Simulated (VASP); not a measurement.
Write the native input for VASP 6.6.1 that does the following.

```
Task                   : electric field gradients
Functional             : LDA
Potentials or basis    : VASP PAW LDA potentials, release 64 (Li_sv, S)
Cutoff                 : 650 eV
k mesh                 : 7 × 7 × 7
Occupations            : fermi-dirac, width 0.02 eV
Spin                   : no spin polarisation
Dipole correction      : no
Further INCAR settings : ALGO = Normal; EDIFF = 1e-08; NBANDS = 13
```

The structure of Li2S lies in POSCAR:

```
Li2S
1.0
    0.0000000000      2.8540000000      2.8540000000
    2.8540000000      0.0000000000      2.8540000000
    2.8540000000      2.8540000000      0.0000000000
Li S
2 1
Direct
    0.2500000000      0.2500000000      0.2500000000
    0.7500000000      0.7500000000      0.7500000000
    0.0000000000      0.0000000000      0.0000000000
```

The input as run:

INCAR

```
ALGO = Normal
EDIFF = 1E-8
ENCUT = 650
GGA_COMPAT = False
ISIF = 2
ISMEAR = -1
LASPH = True
LCHARG = False
LEFG = True
LREAL = False
LWAVE = False
NBANDS = 13
NELM = 120
PREC = Accurate
SIGMA = 0.02
```

KPOINTS

```
k-points
0
Gamma
  7 7 7
```

Potentials or basis: VASP PAW LDA potentials, release 64 (Li_sv, S).

Command:

```sh
$ cat potpaw_LDA.64/Li_sv/POTCAR potpaw_LDA.64/S/POTCAR > POTCAR
$ mpirun -np 1 vasp_std > vasp.out
```

Results of the run:

```
Pressure               : -3.1 GPa
Band gap on the k mesh : 3.32 eV, indirect (least direct gap 4.04 eV)
```

Caveat: without QUAD_EFG the Cq values of the log hold for a quadrupole moment of 1 mb, not for the nuclei.

Wall time 8.4 s on 1 thread of Intel(R) Xeon(R) 6975P-C (Granite Rapids) (shared host), peak memory 0.17 GiB.
